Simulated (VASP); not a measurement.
# MgCd3O4 (Pm-3m) in VASP: further runs

Runs on MgCd3O4. Level: PBE. Tasks: relaxation of cell and atoms, single point.

Everything below comes from runs of VASP 6.6.1. Logs are shortened: lines on timing, memory, paths and dates and some standing lists are left out, and cuts for length are marked.

## 1. The cell of the first run

Symmetry: Pm-3m, No. 221, cubic system. The conventional cell has a = 5.003 Å, b = 5.003 Å, c = 5.003 Å, α = 90.00°, β = 90.00°, γ = 90.00°. Mg (site symmetry m-3m) has 6 O at 2.50 Å within 3.3 Å. Within 3.3 Å of Cd (site symmetry 4/mmm) lie 6 O at 2.50 Å. O (site symmetry 4/mmm) has 2 Mg at 2.50 Å and 4 Cd at 2.50 Å within 3.3 Å. O (site symmetry m-3m) has 6 Cd at 2.50 Å within 3.3 Å.

## 2. Relaxation of cell and atoms, PBE

Input file INCAR:

```
ALGO = Normal
EDIFF = 1E-6
EDIFFG = -0.04
ENCUT = 600
GGA = PE
IBRION = 2
ISIF = 3
ISMEAR = 0
LASPH = T
LCHARG = F
LREAL = F
LWAVE = F
NELM = 60
NSW = 90
PREC = Accurate
SIGMA = 0.1
```

Input file KPOINTS:

```
k-points
0
Gamma
  4 4 4
```

Input file POSCAR:

```
MgCd3O4
1.0
    5.0032808900      0.0000000000      0.0000000000
    0.0000000000      5.0032808900      0.0000000000
    0.0000000000      0.0000000000      5.0032808900
Mg Cd O
1 3 4
Direct
    0.5000000000      0.5000000000      0.5000000000
    0.5000000000      0.0000000000      0.0000000000
    0.0000000000      0.0000000000      0.5000000000
    0.0000000000      0.5000000000      0.0000000000
    0.0000000000      0.5000000000      0.5000000000
    0.5000000000      0.5000000000      0.0000000000
    0.0000000000      0.0000000000      0.0000000000
    0.5000000000      0.0000000000      0.5000000000
```

Potentials or basis: VASP PAW PBE potentials, release 64 (Mg, Cd, O).

Command:

```console
> cat potpaw_PBE.64/Mg/POTCAR potpaw_PBE.64/Cd/POTCAR potpaw_PBE.64/O/POTCAR > POTCAR
> mpirun -np 1 vasp_std > vasp.out
```

OUTCAR:

```text
EDIFF = 1E-6
   EDIFFG = -0.04
   ENCUT = 600
   GGA = PE
   IBRION = 2
   ISIF = 3
   ISMEAR = 0
   LASPH = T
   LREAL = F
   NELM = 60
   NSW = 90
   PREC = Accurate

 ion  position               nearest neighbor table
   1  0.500  0.500  0.500-   5 2.50   6 2.50   8 2.50   6 2.50   8 2.50   5 2.50   2 3.54   4 3.54
                             2 3.54   2 3.54   3 3.54   3 3.54   2 3.54   3 3.54   4 3.54   4 3.54
   2  0.500  0.000  0.000-   6 2.50   7 2.50   8 2.50   8 2.50   6 2.50   7 2.50   1 3.54   3 3.54
                             1 3.54   1 3.54   4 3.54   3 3.54   1 3.54   3 3.54   4 3.54   4 3.54
   3  0.000  0.000  0.500-   5 2.50   7 2.50   8 2.50   7 2.50   5 2.50   8 2.50   2 3.54   4 3.54
                             1 3.54   1 3.54   4 3.54   2 3.54   4 3.54   1 3.54   2 3.54   4 3.54
   4  0.000  0.500  0.000-   5 2.50   6 2.50   7 2.50   5 2.50   7 2.50   6 2.50   1 3.54   3 3.54
                             1 3.54   2 3.54   3 3.54   2 3.54   3 3.54   1 3.54   2 3.54   3 3.54
   5  0.000  0.500  0.500-   1 2.50   3 2.50   4 2.50   4 2.50   3 2.50   1 2.50
   6  0.500  0.500  0.000-   1 2.50   2 2.50   4 2.50   1 2.50   2 2.50   4 2.50
   7  0.000  0.000  0.000-   2 2.50   3 2.50   4 2.50   3 2.50   4 2.50   2 2.50
   8  0.500  0.000  0.500-   1 2.50   2 2.50   3 2.50   2 2.50   1 2.50   3 2.50

  LATTYP: Found a simple cubic cell.
 ALAT       =     5.0032808900

  Lattice vectors:

 A1 = (   5.0032808900,   0.0000000000,   0.0000000000)
 A2 = (   0.0000000000,   5.0032808900,   0.0000000000)
 A3 = (   0.0000000000,   0.0000000000,   5.0032808900)

Analysis of symmetry for initial positions (statically):
=====================================================================
 Subroutine PRICEL returns:
 Original cell was already a primitive cell.

 Routine SETGRP: Setting up the symmetry group for a
 simple cubic supercell.

 Subroutine GETGRP returns: Found 48 space group operations
 (whereof 48 operations were pure point group operations)
 out of a pool of 48 trial point group operations.

The static configuration has the point symmetry O_h .

Analysis of symmetry for dynamics (positions and initial velocities):
=====================================================================
 Subroutine PRICEL returns:
 Original cell was already a primitive cell.

 Routine SETGRP: Setting up the symmetry group for a
 simple cubic supercell.

 Subroutine GETGRP returns: Found 48 space group operations
 (whereof 48 operations were pure point group operations)
 out of a pool of 48 trial point group operations.

The dynamic configuration has the point symmetry O_h .

 Subroutine INISYM returns: Found 48 space group operations
 (whereof 48 operations are pure point group operations),
 and found     1 'primitive' translations

----------------------------------------------------------------------------------------

                                     Primitive cell

  volume of cell :     125.2462

  direct lattice vectors                    reciprocal lattice vectors
     5.003280890  0.000000000  0.000000000     0.199868850  0.000000000  0.000000000
     0.000000000  5.003280890  0.000000000     0.000000000  0.199868850  0.000000000
     0.000000000  0.000000000  5.003280890     0.000000000  0.000000000  0.199868850

  length of vectors
     5.003280890  5.003280890  5.003280890     0.199868850  0.199868850  0.199868850

  position of ions in fractional coordinates (direct lattice)
     0.500000000  0.500000000  0.500000000
     0.500000000  0.000000000  0.000000000
     0.000000000  0.000000000  0.500000000
     0.000000000  0.500000000  0.000000000
     0.000000000  0.500000000  0.500000000
     0.500000000  0.500000000  0.000000000
     0.000000000  0.000000000  0.000000000
     0.500000000  0.000000000  0.500000000

  ion indices of the primitive-cell ions
   primitive index   ion index
                 1           1
                 2           2
                 3           3
                 4           4
                 5           5
                 6           6
                 7           7
                 8           8

----------------------------------------------------------------------------------------

 KPOINTS: k-points

Automatic generation of k-mesh.
 Grid dimensions read from file:
 generate k-points for:    4    4    4

 Generating k-lattice:

  Cartesian coordinates                     Fractional coordinates (reciprocal lattice)
     0.049967213  0.000000000  0.000000000     0.250000000  0.000000000  0.000000000
     0.000000000  0.049967213  0.000000000     0.000000000  0.250000000  0.000000000
     0.000000000  0.000000000  0.049967213     0.000000000  0.000000000  0.250000000

  Length of vectors
     0.049967213  0.049967213  0.049967213

  Shift w.r.t. Gamma in fractional coordinates (k-lattice)
     0.000000000  0.000000000  0.000000000

 Subroutine IBZKPT returns following result:
 ===========================================

 Found     10 irreducible k-points:

 Following reciprocal coordinates:
            Coordinates               Weight
  0.000000  0.000000  0.000000      1.000000
  0.250000  0.000000  0.000000      6.000000
  0.500000  0.000000  0.000000      3.000000
  0.250000  0.250000  0.000000     12.000000
  0.500000  0.250000  0.000000     12.000000
  0.500000  0.500000  0.000000      3.000000
  0.250000  0.250000  0.250000      8.000000
  0.500000  0.250000  0.250000     12.000000
  0.500000  0.500000  0.250000      6.000000
  0.500000  0.500000  0.500000      1.000000
   k-points           NKPTS =     10   k-points in BZ     NKDIM =     10   number of bands    NBANDS=     37
   number of dos      NEDOS =    301   number of ions     NIONS =      8
   total plane-waves  NPLWV =  64000
   dimension x,y,z NGX =    40 NGY =   40 NGZ =   40
   dimension x,y,z NGXF=    80 NGYF=   80 NGZF=   80
   ions per type =               1   3   4
   NGX,Y,Z   is equivalent  to a cutoff of  13.29, 13.29, 13.29 a.u.
   NGXF,Y,Z  is equivalent  to a cutoff of  26.58, 26.58, 26.58 a.u.
 SYSTEM =  unknown system
   PREC   = accura    normal or accurate (medium, high low for compatibility)
   ISTART =      0    job   : 0-new  1-cont  2-samecut
   ICHARG =      2    charge: 1-file 2-atom 10-const
   ISPIN  =      1    spin polarized calculation?
   LNONCOLLINEAR =      F non collinear calculations
   LSORBIT =      F    spin-orbit coupling
   LASPH  =      T    aspherical Exc in radial PAW
   ENCUT  =  600.0 eV  44.10 Ry    6.64 a.u.   9.99  9.99  9.99*2*pi/ulx,y,z
   NELM   =     60;   NELMIN=  2; NELMDL= -5     # of ELM steps
   EDIFF  = 0.1E-05   stopping-criterion for ELM
   LREAL  =      F    real-space projection
   EDIFFG = -.4E-01   stopping-criterion for IOM
   NSW    =     90    number of steps for IOM
   IBRION =      2    ionic relax: 0-MD 1-quasi-New 2-CG
   NFREE  =      1    steps in history (QN), initial steepest desc. (CG)
   ISIF   =      3    stress and relaxation
   ISYM   =      2    0-nonsym 1-usesym 2-fastsym
   POTIM  = 0.5000    time-step for ionic-motion
   TEBEG  =    0.0;   TEEND  =   0.0 temperature during run
   PSTRESS=    0.0 pullay stress
   NELECT =      62.0000    total number of electrons
   NUPDOWN=      -1.0000    fix difference up-down
   EMIN   =  10.00;   EMAX   =-10.00  energy-range for DOS
   EFERMI =   0.00;   METHOD = LEGACY
   ISMEAR =     0;   SIGMA  =   0.10  broadening in eV -4-tet -1-fermi 0-gaus
   EFERMI_NEDOS =   21; number of points for ismear=-14 and -15
   IALGO  =     38    algorithm
   IMIX   =      4    mixing-type and parameters
     AMIX     =   0.40;   BMIX     =  1.00
     AMIX_MAG =   1.60;   BMIX_MAG =  1.00
  volume/ion in A,a.u.               =      15.66       105.65
  Fermi-wavevector in a.u.,A,eV,Ry     =   1.295042  2.447274 22.818789  1.677134
  Thomas-Fermi vector in A             =   2.426587
   LORBIT       =      0    0 simple, 1 ext, 2 COOP (PROOUT), +10 PAW based schemes
   GGA     = PE    functional components
   LHFCALC =     F    Hartree Fock is set to
   AEXX    =    0.0000 exact exchange contribution
   IVDW    =     0    specifies the selected vdW correction
   LEPSILON=     F    determine dielectric tensor
   LRPA    =     F    only Hartree local field effects (RPA)
 conjugate gradient relaxation of ions
 non-spin polarized calculation
 Gauss-broadening in eV      SIGMA  =   0.10
  energy-cutoff  :      600.00
  volume of cell :      125.25
 maximum number of plane-waves:      4224
 NGX is ok and might be reduce to    40
   NGX = 19   NGY = 19   NGZ = 19

--------------------------------------- Ionic step        1  -------------------------------------------

 number of electron      62.0000031 magnetization

 Free energy of the ion-electron system (eV)
  ---------------------------------------------------
  ext. energy  EPLUGINS =         0.00000000
  ---------------------------------------------------
  free energy    TOTEN  =       -33.05754629 eV

  energy without entropy =      -33.05297399  energy(sigma->0) =      -33.05526014

------------------------ aborting loop because EDIFF is reached ----------------------------------------

  FORCE on cell =-STRESS in cart. coord.  units (eV):
  Direction    XX          YY          ZZ          XY          YZ          ZX
  --------------------------------------------------------------------------------------
  -------------------------------------------------------------------------------------
  Total      -12.6232870    -12.6232870    -12.6232870     -0.0000000      0.0000000     -0.0000000
  in kB     -161.4798671   -161.4798671   -161.4798671     -0.0000000      0.0000000     -0.0000000
  external PRESSURE =    -161.4798671 kB  Pullay stress =       0.0000000 kB
[... 69 lines left out ...]
  energy  without entropy=      -34.3077057686  energy(sigma->0) =      -34.30982572

--------------------------------------- Ionic step        3  -------------------------------------------

 number of electron      62.0000036 magnetization

 Free energy of the ion-electron system (eV)
  ---------------------------------------------------
  ext. energy  EPLUGINS =         0.00000000
  ---------------------------------------------------
  free energy    TOTEN  =       -34.39664339 eV

  energy without entropy =      -34.39236489  energy(sigma->0) =      -34.39450414

 E-fermi :   2.2187     XC(G=0): -11.2121

 val. band max:        2.1506844041   @ k =   0.5000   0.5000   0.5000
 cond. band min:       3.6982314912   @ k =   0.2500   0.0000   0.0000
 fundamental gap:      1.5475470871
 Fermi energy:         2.2187091609

 k-point     1 :       0.0000    0.0000    0.0000
  band No.  band energies     occupation
      1     -15.1932      2.00000
      2     -14.5970      2.00000
      3     -14.4571      2.00000
      4     -14.4571      2.00000
      5      -4.8924      2.00000
      6      -4.8924      2.00000
[... 424 lines left out ...]
  FREE ENERGIE OF THE ION-ELECTRON SYSTEM (eV)
  ---------------------------------------------------
  free  energy   TOTEN  =       -34.3966433932 eV

  energy  without entropy=      -34.3923648950  energy(sigma->0) =      -34.39450414

 reached required accuracy - stopping structural energy minimisation
```

Wall time 94 s (1 thread of Intel Xeon Platinum 8488C (Sapphire Rapids), shared host); peak memory 0.28 GiB.

Results:

- Free energy: -34.3966 eV
- Relaxed volume: 12.90 Å³/atom
- Relaxed cell: a = 4.690 Å, b = 4.690 Å, c = 4.690 Å, α = 90.00°, β = 90.00°, γ = 90.00°
- Space group after relaxing (to 0.1 Å): Pm-3m (No. 221)
- Energy gained by relaxing: 167.4 meV/atom
- Ionic steps: 3
- Pressure after relaxing: 0.0 GPa
- Band gap on the k mesh: zero (bands 31 and 32 overlap by 0.16 eV)

The path:
| step | energy change (eV) | largest force (eV/Å) | pressure (GPa) | volume (Å³) |
| --- | --- | --- | --- | --- |
| 1 | 0.0000 | 0.0000 | -16.15 | 125.25 |
| 2 | -1.2544 | 0.0000 | 6.44 | 98.77 |
| 3 | -1.3391 | 0.0000 | -0.02 | 103.17 |

Final structure:
```
Mg Cd O
1.0
     4.69006    0.00000    0.00000
     0.00000    4.69006    0.00000
     0.00000    0.00000    4.69006
Mg Cd O
1 3 4
Direct
  0.50000 0.50000 0.50000
  0.50000 0.00000 0.00000
  0.00000 0.00000 0.50000
  0.00000 0.50000 0.00000
  0.00000 0.50000 0.50000
  0.50000 0.50000 0.00000
  0.00000 0.00000 0.00000
  0.50000 0.00000 0.50000
```

Caveat: the volume moved by over 15 % at a fixed basis, so the end points are rough; semilocal functionals underestimate gaps, so a narrow gap can read as zero.

## 3. Single point, PBE, collinear spin, ferromagnetic start

This run uses another cell than the first one, of 12.82 Å³/atom.

Input file INCAR:

```
  PREC = Accurate
  ENCUT = 520
  EDIFF = 1E-6
  ISMEAR = 0
  SIGMA = 0.1
  LREAL = False
  LASPH = True
  NELM = 150
  ALGO = Normal
  ISIF = 2
  LWAVE = False
  LCHARG = False
  ISPIN = 2
  MAGMOM = 0 0 0 0 1 1 1 1
  LORBIT = 11
  GGA = PE
  NBANDS = 45
```

Input file KPOINTS:

```
regular mesh
0
Gamma
  4 4 4
```

Changes to POSCAR since step 2:

```diff
@@ -2,5 +2,5 @@
 1.0
-    5.0032808900      0.0000000000      0.0000000000
-    0.0000000000      5.0032808900      0.0000000000
-    0.0000000000      0.0000000000      5.0032808900
+    4.6810743306      0.0000000000      0.0000000000
+    0.0000000000      4.6810743306      0.0000000000
+    0.0000000000      0.0000000000      4.6810743306
 Mg Cd O
```

Potentials or basis: VASP PAW PBE potentials, release 64 (Mg, Cd, O).

Command:

```console
> cat potpaw_PBE.64/Mg/POTCAR potpaw_PBE.64/Cd/POTCAR potpaw_PBE.64/O/POTCAR > POTCAR
> mpirun -np 1 vasp_std > vasp.out
```

OUTCAR:

```text
PREC = Accurate
   ENCUT = 520
   EDIFF = 1E-6
   ISMEAR = 0
   LREAL = False
   LASPH = True
   NELM = 150
   ISIF = 2
   ISPIN = 2
   LORBIT = 11
   GGA = PE

 ion  position               nearest neighbor table
   1  0.500  0.500  0.500-   5 2.34   6 2.34   8 2.34   6 2.34   8 2.34   5 2.34   2 3.31   4 3.31
                             2 3.31   2 3.31   3 3.31   3 3.31   2 3.31   3 3.31   4 3.31   4 3.31
   2  0.500  0.000  0.000-   6 2.34   7 2.34   8 2.34   8 2.34   6 2.34   7 2.34   1 3.31   3 3.31
                             1 3.31   1 3.31   4 3.31   3 3.31   1 3.31   3 3.31   4 3.31   4 3.31
   3  0.000  0.000  0.500-   5 2.34   7 2.34   8 2.34   7 2.34   5 2.34   8 2.34   2 3.31   4 3.31
                             1 3.31   1 3.31   4 3.31   2 3.31   4 3.31   1 3.31   2 3.31   4 3.31
   4  0.000  0.500  0.000-   5 2.34   6 2.34   7 2.34   5 2.34   7 2.34   6 2.34   1 3.31   3 3.31
                             1 3.31   2 3.31   3 3.31   2 3.31   3 3.31   1 3.31   2 3.31   3 3.31
   5  0.000  0.500  0.500-   1 2.34   3 2.34   4 2.34   4 2.34   3 2.34   1 2.34
   6  0.500  0.500  0.000-   1 2.34   2 2.34   4 2.34   1 2.34   2 2.34   4 2.34
   7  0.000  0.000  0.000-   2 2.34   3 2.34   4 2.34   3 2.34   4 2.34   2 2.34
   8  0.500  0.000  0.500-   1 2.34   2 2.34   3 2.34   2 2.34   1 2.34   3 2.34

  LATTYP: Found a simple cubic cell.
 ALAT       =     4.6810743306

  Lattice vectors:

 A1 = (   4.6810743306,   0.0000000000,   0.0000000000)
[... 1138 lines left out ...]
      direct lattice vectors                 reciprocal lattice vectors
     4.681074331  0.000000000  0.000000000     0.213626174  0.000000000  0.000000000
     0.000000000  4.681074331  0.000000000     0.000000000  0.213626174  0.000000000
     0.000000000  0.000000000  4.681074331     0.000000000  0.000000000  0.213626174

 POSITION                                       TOTAL-FORCE (eV/Angst)
 -----------------------------------------------------------------------------------
      2.34054      2.34054      2.34054         0.000000      0.000000      0.000000
      2.34054      0.00000      0.00000         0.000000      0.000000      0.000000
      0.00000      0.00000      2.34054         0.000000      0.000000      0.000000
      0.00000      2.34054      0.00000         0.000000      0.000000      0.000000
      0.00000      2.34054      2.34054         0.000000      0.000000      0.000000
      2.34054      2.34054      0.00000         0.000000      0.000000      0.000000
      0.00000      0.00000      0.00000         0.000000      0.000000      0.000000
      2.34054      0.00000      2.34054         0.000000      0.000000      0.000000
 -----------------------------------------------------------------------------------
    total drift:                                0.000000     -0.000000     -0.000000

  FREE ENERGIE OF THE ION-ELECTRON SYSTEM (eV)
  ---------------------------------------------------
  free  energy   TOTEN  =       -34.3453047411 eV

  energy  without entropy=      -34.3410373526  energy(sigma->0) =      -34.34317105

 total charge

# of ion       s       p       d       tot
------------------------------------------
    1        0.118   0.102   0.036   0.256
    2        0.340   0.266   9.653  10.259
    3        0.340   0.266   9.653  10.259
    4        0.340   0.266   9.653  10.259
    5        1.565   3.376   0.000   4.941
    6        1.565   3.376   0.000   4.941
    7        1.575   3.365   0.000   4.940
    8        1.565   3.376   0.000   4.941
--------------------------------------------------
tot          7.409  14.392  28.996  50.797

 magnetization (x)

# of ion       s       p       d       tot
------------------------------------------
    1        0.000   0.000   0.000   0.000
    2        0.000   0.000  -0.000   0.000
    3        0.000   0.000  -0.000   0.000
    4        0.000   0.000  -0.000   0.000
    5        0.000  -0.000   0.000  -0.000
    6        0.000  -0.000   0.000  -0.000
    7        0.000   0.000   0.000   0.000
    8        0.000  -0.000   0.000  -0.000
--------------------------------------------------
tot          0.000  -0.000  -0.000  -0.000
```

OSZICAR:

```text
N       E                     dE             d eps       ncg     rms          rms(c)
DAV:   1     0.507972232668E+03    0.50797E+03   -0.32326E+04  1800   0.138E+03
DAV:   2    -0.698811634589E+01   -0.51496E+03   -0.48136E+03  1960   0.369E+02
DAV:   3    -0.398378904241E+02   -0.32850E+02   -0.32479E+02  2098   0.100E+02
DAV:   4    -0.401054977347E+02   -0.26761E+00   -0.26736E+00  1928   0.952E+00
DAV:   5    -0.401064632120E+02   -0.96548E-03   -0.96541E-03  1992   0.534E-01    0.226E+01
DAV:   6    -0.342561531457E+02    0.58503E+01   -0.19447E+01  2336   0.494E+01    0.164E+01
DAV:   7    -0.344320222001E+02   -0.17587E+00   -0.41132E+00  1870   0.123E+01    0.875E+00
DAV:   8    -0.343636634848E+02    0.68359E-01   -0.61867E-01  1877   0.436E+00    0.259E+00
DAV:   9    -0.343462952906E+02    0.17368E-01   -0.75130E-02  2056   0.192E+00    0.826E-01
DAV:  10    -0.343450264012E+02    0.12689E-02   -0.17361E-02  1874   0.697E-01    0.239E-01
DAV:  11    -0.343451799247E+02   -0.15352E-03   -0.11754E-03  1991   0.201E-01    0.113E-01
DAV:  12    -0.343452647102E+02   -0.84785E-04   -0.33342E-04  1950   0.923E-02    0.501E-02
DAV:  13    -0.343453043158E+02   -0.39606E-04   -0.46940E-05  1958   0.430E-02    0.284E-02
DAV:  14    -0.343453052618E+02   -0.94602E-06   -0.16326E-05  1908   0.232E-02    0.936E-03
DAV:  15    -0.343453047411E+02    0.52062E-06   -0.16830E-06  1559   0.710E-03
   1 F= -.34345305E+02 E0= -.34343171E+02  d E =-.426739E-02  mag=     0.0000
```

It took 57 s on 1 thread of Intel Xeon Platinum 8488C (Sapphire Rapids), shared host; peak memory 0.26 GiB.

Results:

```
Free energy                                           : -34.3453 eV
Pressure                                              : 1.0 GPa
Band gap on the k mesh                                : zero (filled and empty bands overlap)
Net moment                                            : 0.00 μB per cell
Valence electrons inside the program's atomic spheres : Mg 0.26; Cd 10.26; O 4.94
```

Caveat: semilocal functionals underestimate gaps, so a narrow gap can read as zero.
